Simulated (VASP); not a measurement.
Input of a VASP 6.6.1 run:

The input INCAR:

```
ALGO = Normal
EDIFF = 1E-7
ENCUT = 520
GGA = PE
ISIF = 2
ISMEAR = 0
ISPIN = 2
LASPH = T
LCHARG = F
LMAXMIX = 4
LORBIT = 11
LREAL = F
LWAVE = F
MAGMOM = 0.5 0
NBANDS = 21
NELM = 150
PREC = Accurate
SIGMA = 0.05
```

File KPOINTS:

```
k-points
0
Gamma
  12 12 12
```

POSCAR

```
MoSe
1.0
    0.0000000000      2.6758016221      2.6758016221
    2.6758016221      0.0000000000      2.6758016221
    2.6758016221      2.6758016221      0.0000000000
Mo Se
1 1
Direct
    0.5000000000      0.5000000000      0.5000000000
    0.0000000000      0.0000000000      0.0000000000
```

Potentials or basis: VASP PAW PBE potentials, release 64 (Mo_sv, Se).

Command:

```console
$ cat potpaw_PBE.64/Mo_sv/POTCAR potpaw_PBE.64/Se/POTCAR > POTCAR
$ mpirun -np 1 vasp_std > vasp.out
```

Task: What does it give for the net moment?

Result: -0.09 μB per cell.

Task: What does it give for the pressure?

Result: -8.6 GPa.

Task: Estimate the site moments.

Result: Mo -0.09; Se +0.00 μB.
